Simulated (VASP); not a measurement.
# Ag (P6_3/mmc) in VASP: further runs

Ag is run at these levels: LDA; tasks: relaxation of cell and atoms.

All numbers are computed with VASP 6.6.1; they aren't measurements. Logs are shortened: lines on timing, memory, paths and dates and some standing lists are left out, and cuts for length are marked.

## 1. The cell of the first run

The structure is hexagonal, space group P6_3/mmc (No. 194). Conventional cell: a = 2.828 Å, b = 2.828 Å, c = 4.634 Å, α = 90.00°, β = 90.00°, γ = 120.00°. Ag (site symmetry -6m2) has 12 Ag at 2.83 Å within 3.7 Å.

This isn't the form of Ag at room conditions, which is fcc.

## 2. Relaxation of cell and atoms, LDA, target pressure 10 GPa, at which the enthalpy is minimised

The input, INCAR:

```
SYSTEM = Ag
PREC     = Accurate       ! precision mode
ENCUT    = 600            ! plane-wave cutoff, eV
EDIFF    = 1E-6           ! SCF threshold, eV
ISMEAR   = -1             ! smearing method
SIGMA    = 0.1            ! smearing width, eV
LREAL    = .FALSE.        ! projectors in reciprocal space
LASPH    = .TRUE.         ! aspherical terms in the spheres
NELM     = 100            ! most SCF steps
ALGO     = Normal         ! electronic algorithm
ISIF     = 3              ! what is computed and relaxed
LWAVE    = .FALSE.        ! write WAVECAR
LCHARG   = .FALSE.        ! write CHGCAR
IBRION   = 2              ! ionic algorithm
NSW      = 100            ! ionic steps
EDIFFG   = -0.002         ! ionic threshold
PSTRESS  = 100.0
```

The input, KPOINTS:

```
regular mesh
0
G
  18 18 10
  0 0 0
```

The input, POSCAR:

```
Ag
1.0
    2.8277090927      0.0000000000      0.0000000000
   -1.4138545463      2.4488679088      0.0000000000
    0.0000000000      0.0000000000      4.6341114828
Ag
2
Direct
    0.3333333333      0.6666666667      0.2500000000
    0.6666666667      0.3333333333      0.7500000000
```

Potentials or basis: VASP PAW LDA potentials, release 64 (Ag).

Started as:

```
$ cat potpaw_LDA.64/Ag/POTCAR > POTCAR
$ mpirun -np 1 vasp_std > vasp.out
```

OUTCAR:

```text
SYSTEM = Ag
   PREC = Accurate
   ENCUT = 600
   EDIFF = 1E-6
   ISMEAR = -1
   LREAL = .FALSE.
   LASPH = .TRUE.
   NELM = 100
   ISIF = 3
   IBRION = 2
   NSW = 100
   EDIFFG = -0.002
   PSTRESS = 100.0

 ion  position               nearest neighbor table
   1  0.333  0.667  0.250-   2 2.83   2 2.83   2 2.83   2 2.83   2 2.83   2 2.83
   2  0.667  0.333  0.750-   1 2.83   1 2.83   1 2.83   1 2.83   1 2.83   1 2.83

  LATTYP: Found a hexagonal cell.
 ALAT       =     2.8277090927
 C/A-ratio  =     1.6388218628

  Lattice vectors:

 A1 = (   2.8277090927,   0.0000000000,   0.0000000000)
 A2 = (  -1.4138545463,   2.4488679088,   0.0000000000)
 A3 = (   0.0000000000,   0.0000000000,   4.6341114828)

Analysis of symmetry for initial positions (statically):
=====================================================================
 Subroutine PRICEL returns:
 Original cell was already a primitive cell.

 Routine SETGRP: Setting up the symmetry group for a
 hexagonal supercell.

 Subroutine GETGRP returns: Found 24 space group operations
 (whereof 12 operations were pure point group operations)
 out of a pool of 24 trial point group operations.

The static configuration has the point symmetry D_3d.
 The point group associated with its full space group is D_6h.

Analysis of symmetry for dynamics (positions and initial velocities):
=====================================================================
 Subroutine PRICEL returns:
 Original cell was already a primitive cell.

 Routine SETGRP: Setting up the symmetry group for a
 hexagonal supercell.

 Subroutine GETGRP returns: Found 24 space group operations
 (whereof 12 operations were pure point group operations)
 out of a pool of 24 trial point group operations.

The dynamic configuration has the point symmetry D_3d.
 The point group associated with its full space group is D_6h.

 Subroutine INISYM returns: Found 24 space group operations
 (whereof 12 operations are pure point group operations),
 and found     1 'primitive' translations

----------------------------------------------------------------------------------------

                                     Primitive cell

  volume of cell :      32.0898

  direct lattice vectors                    reciprocal lattice vectors
     2.827709093  0.000000000  0.000000000     0.353643167  0.204175978  0.000000000
    -1.413854546  2.448867909  0.000000000     0.000000000  0.408351956  0.000000000
     0.000000000  0.000000000  4.634111483     0.000000000  0.000000000  0.215791097

  length of vectors
     2.827709093  2.827709093  4.634111483     0.408351956  0.408351956  0.215791097

  position of ions in fractional coordinates (direct lattice)
     0.333333333  0.666666667  0.250000000
     0.666666667  0.333333333  0.750000000

  ion indices of the primitive-cell ions
   primitive index   ion index
                 1           1
                 2           2

----------------------------------------------------------------------------------------

 KPOINTS: regular mesh

Automatic generation of k-mesh.
 Grid dimensions read from file:
 generate k-points for:   18   18   10

 Generating k-lattice:

  Cartesian coordinates                     Fractional coordinates (reciprocal lattice)
     0.019646843  0.011343110  0.000000000     0.055555556  0.000000000  0.000000000
     0.000000000  0.022686220  0.000000000     0.000000000  0.055555556  0.000000000
     0.000000000  0.000000000  0.021579110     0.000000000  0.000000000  0.100000000

  Length of vectors
     0.022686220  0.022686220  0.021579110

  Shift w.r.t. Gamma in fractional coordinates (k-lattice)
     0.000000000  0.000000000  0.000000000

 Subroutine IBZKPT returns following result:
 ===========================================

 Found    222 irreducible k-points:

 Following reciprocal coordinates:
            Coordinates               Weight
  0.000000  0.000000  0.000000      1.000000
  0.055556  0.000000  0.000000      6.000000
  0.111111  0.000000  0.000000      6.000000
  0.166667  0.000000  0.000000      6.000000
  0.222222  0.000000  0.000000      6.000000
  0.277778 -0.000000  0.000000      6.000000
[... 16 lines left out ...]
  0.333333  0.111111  0.000000     12.000000
  0.388889  0.111111  0.000000     12.000000
 [... further k-points ...]
   k-points           NKPTS =    222   k-points in BZ     NKDIM =    222   number of bands    NBANDS=     15
   number of dos      NEDOS =    301   number of ions     NIONS =      2
   total plane-waves  NPLWV =  23040
   dimension x,y,z NGX =    24 NGY =   24 NGZ =   40
   dimension x,y,z NGXF=    48 NGYF=   48 NGZF=   80
   ions per type =               2
   NGX,Y,Z   is equivalent  to a cutoff of  14.11, 14.11, 14.35 a.u.
   NGXF,Y,Z  is equivalent  to a cutoff of  28.22, 28.22, 28.70 a.u.
 SYSTEM =  Ag
   PREC   = accura    normal or accurate (medium, high low for compatibility)
   ISTART =      0    job   : 0-new  1-cont  2-samecut
   ICHARG =      2    charge: 1-file 2-atom 10-const
   ISPIN  =      1    spin polarized calculation?
   LNONCOLLINEAR =      F non collinear calculations
   LSORBIT =      F    spin-orbit coupling
   LASPH  =      T    aspherical Exc in radial PAW
   ENCUT  =  600.0 eV  44.10 Ry    6.64 a.u.   5.65  5.65  9.26*2*pi/ulx,y,z
   NELM   =    100;   NELMIN=  2; NELMDL= -5     # of ELM steps
   EDIFF  = 0.1E-05   stopping-criterion for ELM
   LREAL  =      F    real-space projection
   EDIFFG = -.2E-02   stopping-criterion for IOM
   NSW    =    100    number of steps for IOM
   IBRION =      2    ionic relax: 0-MD 1-quasi-New 2-CG
   NFREE  =      1    steps in history (QN), initial steepest desc. (CG)
   ISIF   =      3    stress and relaxation
   ISYM   =      2    0-nonsym 1-usesym 2-fastsym
   POTIM  = 0.5000    time-step for ionic-motion
   TEBEG  =    0.0;   TEEND  =   0.0 temperature during run
   PSTRESS=  100.0 pullay stress
   NELECT =      22.0000    total number of electrons
   NUPDOWN=      -1.0000    fix difference up-down
   EMIN   =  10.00;   EMAX   =-10.00  energy-range for DOS
   EFERMI =   0.00;   METHOD = LEGACY
   ISMEAR =    -1;   SIGMA  =   0.10  broadening in eV -4-tet -1-fermi 0-gaus
   EFERMI_NEDOS =   21; number of points for ismear=-14 and -15
   IALGO  =     38    algorithm
   IMIX   =      4    mixing-type and parameters
     AMIX     =   0.40;   BMIX     =  1.00
     AMIX_MAG =   1.60;   BMIX_MAG =  1.00
  volume/ion in A,a.u.               =      16.04       108.28
  Fermi-wavevector in a.u.,A,eV,Ry     =   1.443534  2.727883 28.351670  2.083789
  Thomas-Fermi vector in A             =   2.561930
   LORBIT       =      0    0 simple, 1 ext, 2 COOP (PROOUT), +10 PAW based schemes
   GGA     = CA    functional components
   LHFCALC =     F    Hartree Fock is set to
   AEXX    =    0.0000 exact exchange contribution
   IVDW    =     0    specifies the selected vdW correction
   LEPSILON=     F    determine dielectric tensor
   LRPA    =     F    only Hartree local field effects (RPA)
 conjugate gradient relaxation of ions
 non-spin polarized calculation
  energy-cutoff  :      600.00
  volume of cell :       32.09
 maximum number of plane-waves:      1099
 NGX is ok and might be reduce to    24
   NGX = 11   NGY = 11   NGZ = 19

--------------------------------------- Ionic step        1  -------------------------------------------

 number of electron      22.0000005 magnetization

 Free energy of the ion-electron system (eV)
  ---------------------------------------------------
  ext. energy  EPLUGINS =         0.00000000
  ---------------------------------------------------
  free energy    TOTEN  =        -7.55819868 eV

  energy without entropy =       -7.53757866  energy(sigma->0) =       -7.54788867

------------------------ aborting loop because EDIFF is reached ----------------------------------------

  FORCE on cell =-STRESS in cart. coord.  units (eV):
  Direction    XX          YY          ZZ          XY          YZ          ZX
  --------------------------------------------------------------------------------------
  -------------------------------------------------------------------------------------
  Total        0.0280362      0.0280362      0.0317222      0.0000000      0.0000000     -0.0000000
  in kB        1.3997892      1.3997892      1.5838256      0.0000000      0.0000000     -0.0000000
  external PRESSURE =     -98.5388654 kB  Pullay stress =     100.0000000 kB
[... 25 lines left out ...]
--------------------------------------- Ionic step        2  -------------------------------------------

 number of electron      22.0000004 magnetization

 E-fermi :  11.4606     XC(G=0): -13.8426

 val. band max:       11.4350180709   @ k =   0.2222   0.2222   0.5000
 cond. band min:      11.4752937638   @ k =   0.0556   0.0556   0.0000
 fundamental gap:      0.0402756929
 Fermi energy:        11.4606229417

 k-point     1 :       0.0000    0.0000    0.0000
  band No.  band energies     occupation
      1       1.9414      2.00000
      2       3.5090      2.00000
      3       5.7316      2.00000
      4       5.8798      2.00000
      5       5.8798      2.00000
      6       6.2306      2.00000
      7       6.2306      2.00000
      8       6.7622      2.00000
      9       6.7622      2.00000
     10       8.2122      2.00000
     11       8.2122      2.00000
     12      10.3586      1.99997
     13      16.2624      0.00000
     14      27.5220      0.00000
[... 486 lines left out ...]
  energy  without entropy=       -7.4841471938  energy(sigma->0) =       -7.49455138

  enthalpy is  TOTEN    =        -5.6167339854 eV   P V=        1.8882215880

[... ionic steps 4 to 20 ...]

--------------------------------------- Ionic step       21  -------------------------------------------

 number of electron      21.9999998 magnetization

------------------------ aborting loop because EDIFF is reached ----------------------------------------
[... 71 lines left out ...]
--------------------------------------- Ionic step       23  -------------------------------------------

 number of electron      21.9999998 magnetization

 Free energy of the ion-electron system (eV)
  ---------------------------------------------------
  ext. energy  EPLUGINS =         0.00000000
  ---------------------------------------------------
  free energy    TOTEN  =        -7.50234307 eV

  energy without entropy =       -7.48156269  energy(sigma->0) =       -7.49195288

 E-fermi :   9.9726     XC(G=0): -13.3095

 val. band max:        9.9480591638   @ k =   0.5000   0.0000   0.2000
 cond. band min:       9.9838860225   @ k =   0.3333   0.1667   0.3000
 fundamental gap:      0.0358268587
 Fermi energy:         9.9725917434

 k-point     1 :       0.0000    0.0000    0.0000
  band No.  band energies     occupation
      1       1.2072      2.00000
      2       2.7353      2.00000
      3       4.6888      2.00000
      4       4.8189      2.00000
      5       4.8189      2.00000
      6       5.1187      2.00000
      7       5.1187      2.00000
      8       5.5751      2.00000
      9       5.5751      2.00000
     10       6.8304      2.00000
     11       6.8304      2.00000
     12       9.1675      1.99936
     13      14.2190      0.00000
     14      25.9451      0.00000
[... 448 lines left out ...]
  energy  without entropy=       -7.4815626904  energy(sigma->0) =       -7.49195288

  enthalpy is  TOTEN    =        -5.6167691164 eV   P V=        1.8855739571

 reached required accuracy - stopping structural energy minimisation
```

Run time: 6 min. Hardware: 1 thread of AMD EPYC 9R45 (Zen 5), shared host; peak memory 0.22 GiB.

What came out:

| Item | Value |
| --- | --- |
| Free energy | -7.5023 eV |
| Relaxed volume | 15.11 Å³/atom |
| Relaxed cell | a = 2.772 Å, b = 2.772 Å, c = 4.541 Å, α = 90.00°, β = 90.00°, γ = 120.00° |
| Space group after relaxing (to 0.1 Å) | P6_3/mmc (No. 194) |
| Energy change on relaxing (the run minimises the enthalpy) | +27.9 meV/atom |
| Ionic steps | 23 |
| Pressure after relaxing | 10.0 GPa |
| Band gap on the k mesh | zero (bands 11 and 12 overlap by 7.97 eV) |

The path:
| step | energy change (eV) | largest force (eV/Å) | pressure (GPa) | volume (Å³) |
| --- | --- | --- | --- | --- |
| 1 | 0.0000 | 0.0000 | 0.15 | 32.09 |
| 2 | 0.3571 | 0.0000 | 30.50 | 27.72 |
| 3 | 0.0532 | 0.0000 | 9.74 | 30.25 |
| 4 | 0.0555 | 0.0000 | 9.95 | 30.22 |
| 5 | 0.0578 | 0.0000 | 10.18 | 30.18 |
| 6 | 0.0536 | 0.0000 | 9.78 | 30.25 |
| 7 | 0.0558 | 0.0000 | 10.00 | 30.21 |
| 8 | 0.0558 | 0.0000 | 10.00 | 30.21 |
| 9 | 0.0547 | 0.0000 | 9.91 | 30.23 |
| 10 | 0.0557 | 0.0000 | 9.97 | 30.21 |
| 11 | 0.0557 | 0.0000 | 9.98 | 30.21 |
| 12 | 0.0561 | 0.0000 | 10.05 | 30.21 |
| 13 | 0.0562 | 0.0000 | 10.03 | 30.20 |
| 14 | 0.0562 | 0.0000 | 10.04 | 30.20 |
| 15 | 0.0562 | 0.0000 | 10.04 | 30.20 |
| 16 | 0.0562 | 0.0000 | 10.04 | 30.20 |
| 17 | 0.0562 | 0.0000 | 10.04 | 30.20 |
| 18 | 0.0562 | 0.0000 | 10.04 | 30.20 |
| 19 | 0.0560 | 0.0000 | 10.01 | 30.21 |
| 20 | 0.0557 | 0.0000 | 9.98 | 30.21 |
| 21 | 0.0558 | 0.0000 | 9.98 | 30.21 |
| 22 | 0.0559 | 0.0000 | 10.01 | 30.21 |
| 23 | 0.0559 | 0.0000 | 10.01 | 30.21 |

Final structure:
```
Ag
1.0
     2.77177    0.00000    0.00000
    -1.38588    2.40042    0.00000
     0.00000    0.00000    4.54056
Ag
2
Direct
  0.33333 0.66667 0.25000
  0.66667 0.33333 0.75000
```

Levels at points of the mesh, in eV from the Fermi level:
```
           k point  band 7  band 8  band 9  band 10  band 11  band 12  band 13  band 14  band 15
(0.00, 0.00, 0.00)   -4.85   -4.40   -4.40    -3.14    -3.14    -0.81     4.25    15.97    17.92
(0.50, 0.00, 0.00)   -4.15   -2.96   -2.90    -2.79     0.10     1.87     7.40     7.66    10.45
(0.00, 0.00, 0.50)   -5.07   -5.07   -3.53    -3.53    -3.53    -3.53    12.01    12.01    16.38
(0.50, 0.00, 0.50)   -3.24   -3.24   -2.85    -2.85     0.59     0.59     5.33     5.33    14.57
```

Caveat: the cell is relaxed towards a set pressure, so the run minimises the enthalpy, not the energy. LDA usually gives volumes a few per cent too small.

## 3. Relaxation of cell and atoms, LDA, target pressure 15 GPa, at which the enthalpy is minimised

The input, INCAR:

```
SYSTEM = Ag
PREC = Accurate
ENCUT = 600
EDIFF = 1E-6
ISMEAR = -1
SIGMA = 0.1
LREAL = .False.
LASPH = .True.
NELM = 60
ALGO = Normal
ISIF = 3
LWAVE = .False.
LCHARG = .False.
IBRION = 2
NSW = 100
EDIFFG = -0.002
PSTRESS = 150.0
```

The input, KPOINTS:

```
Automatic mesh
0
Gamma
  18 18 10
  0 0 0
```

POSCAR is that of step 2.

Potentials or basis: VASP PAW LDA potentials, release 64 (Ag).

Started as:

```
$ cat potpaw_LDA.64/Ag/POTCAR > POTCAR
$ mpirun -np 1 vasp_std > vasp.out
```

OUTCAR:

```text
SYSTEM = Ag
   PREC = Accurate
   ENCUT = 600
   EDIFF = 1E-6
   ISMEAR = -1
   LREAL = .False.
   LASPH = .True.
   NELM = 60
   ISIF = 3
   IBRION = 2
   NSW = 100
   EDIFFG = -0.002
   PSTRESS = 150.0

 ion  position               nearest neighbor table
   1  0.333  0.667  0.250-   2 2.83   2 2.83   2 2.83   2 2.83   2 2.83   2 2.83
   2  0.667  0.333  0.750-   1 2.83   1 2.83   1 2.83   1 2.83   1 2.83   1 2.83

  LATTYP: Found a hexagonal cell.
 ALAT       =     2.8277090927
 C/A-ratio  =     1.6388218628

  Lattice vectors:

 A1 = (   2.8277090927,   0.0000000000,   0.0000000000)
 A2 = (  -1.4138545463,   2.4488679088,   0.0000000000)
 A3 = (   0.0000000000,   0.0000000000,   4.6341114828)

Analysis of symmetry for initial positions (statically):
[... 729 lines left out ...]
[... ionic steps 4 to 10 ...]

--------------------------------------- Ionic step       11  -------------------------------------------

 number of electron      21.9999999 magnetization

------------------------ aborting loop because EDIFF is reached ----------------------------------------
[... 71 lines left out ...]
--------------------------------------- Ionic step       13  -------------------------------------------

 number of electron      21.9999999 magnetization

 Free energy of the ion-electron system (eV)
  ---------------------------------------------------
  ext. energy  EPLUGINS =         0.00000000
  ---------------------------------------------------
  free energy    TOTEN  =        -7.44550961 eV

  energy without entropy =       -7.42471699  energy(sigma->0) =       -7.43511330

 E-fermi :  10.3805     XC(G=0): -13.4601

 val. band max:       10.3632176587   @ k =   0.2778  -0.0000   0.3000
 cond. band min:      10.3973032661   @ k =   0.3333   0.0556   0.4000
 fundamental gap:      0.0340856074
 Fermi energy:        10.3805165320

 k-point     1 :       0.0000    0.0000    0.0000
  band No.  band energies     occupation
      1       1.4072      2.00000
      2       2.9499      2.00000
      3       4.9789      2.00000
      4       5.1127      2.00000
      5       5.1127      2.00000
      6       5.4266      2.00000
      7       5.4266      2.00000
      8       5.9020      2.00000
      9       5.9020      2.00000
     10       7.2113      2.00000
     11       7.2113      2.00000
     12       9.4961      1.99971
     13      14.7844      0.00000
     14      26.3858      0.00000
[... 448 lines left out ...]
  energy  without entropy=       -7.4247169949  energy(sigma->0) =       -7.43511330

  enthalpy is  TOTEN    =        -4.6856708975 eV   P V=        2.7598387150

 reached required accuracy - stopping structural energy minimisation
```

CONTCAR:

```text
Ag
   1.00000000000000
     2.7492917455343315    0.0000000000058940   -0.0000000000000000
    -1.3746458727134481    2.3809564940558858    0.0000000000000000
    -0.0000000000000000    0.0000000000000000    4.5032985306441882
  Ag
     2
Direct
     0.3333333332999970    0.6666666667000030    0.2500000000000000
     0.6666666667000030    0.3333333332999970    0.7500000000000000

  0.00000000E+00  0.00000000E+00  0.00000000E+00
  0.00000000E+00  0.00000000E+00  0.00000000E+00
```

It took 4.7 min on 1 thread of AMD EPYC 9R45 (Zen 5), shared host; peak memory 0.21 GiB.

Results:

| Item | Value |
| --- | --- |
| Free energy | -7.4455 eV |
| Relaxed volume | 14.74 Å³/atom |
| Relaxed cell | a = 2.749 Å, b = 2.749 Å, c = 4.503 Å, α = 90.00°, β = 90.00°, γ = 120.00° |
| Space group after relaxing (to 0.1 Å) | P6_3/mmc (No. 194) |
| Energy change on relaxing (the run minimises the enthalpy) | +56.3 meV/atom |
| Ionic steps | 13 |
| Pressure after relaxing | 15.0 GPa |
| Band gap on the k mesh | zero (bands 11 and 12 overlap by 8.09 eV) |

The path:
| step | energy change (eV) | largest force (eV/Å) | pressure (GPa) | volume (Å³) |
| --- | --- | --- | --- | --- |
| 1 | 0.0000 | 0.0000 | 0.15 | 32.09 |
| 2 | 0.9094 | 0.0000 | 57.48 | 25.67 |
| 3 | 0.1038 | 0.0000 | 14.30 | 29.58 |
| 4 | 0.1107 | 0.0000 | 14.81 | 29.50 |
| 5 | 0.1154 | 0.0000 | 15.19 | 29.45 |
| 6 | 0.1094 | 0.0000 | 14.73 | 29.51 |
| 7 | 0.1125 | 0.0000 | 14.98 | 29.48 |
| 8 | 0.1126 | 0.0000 | 14.97 | 29.48 |
| 9 | 0.1140 | 0.0000 | 15.08 | 29.46 |
| 10 | 0.1129 | 0.0000 | 15.03 | 29.48 |
| 11 | 0.1127 | 0.0000 | 15.02 | 29.48 |
| 12 | 0.1127 | 0.0000 | 15.00 | 29.48 |
| 13 | 0.1127 | 0.0000 | 15.00 | 29.48 |

Final structure:
```
Ag
1.0
     2.74929    0.00000    0.00000
    -1.37465    2.38096    0.00000
     0.00000    0.00000    4.50330
Ag
2
Cartesian
  0.0000 1.5873 1.1258
  1.3746 0.7937 3.3775
```

Levels at points of the mesh, in eV from the Fermi level:
```tsv
k point	band 7	band 8	band 9	band 10	band 11	band 12	band 13	band 14	band 15
(0.00, 0.00, 0.00)	-4.95	-4.48	-4.48	-3.17	-3.17	-0.88	4.40	16.01	17.99
(0.50, 0.00, 0.00)	-4.24	-2.98	-2.92	-2.80	0.10	1.93	7.52	7.78	10.69
(0.00, 0.00, 0.50)	-5.19	-5.19	-3.57	-3.57	-3.57	-3.57	12.20	12.20	16.43
(0.50, 0.00, 0.50)	-3.27	-3.27	-2.87	-2.87	0.55	0.55	5.50	5.50	14.77
```

Caveat: the cell is relaxed towards a set pressure, so the run minimises the enthalpy, not the energy. LDA usually gives volumes a few per cent too small.

(Continued in part 2 of 2.)

The gap in the log of VASP goes by the Fermi energy; the results here count the filled bands.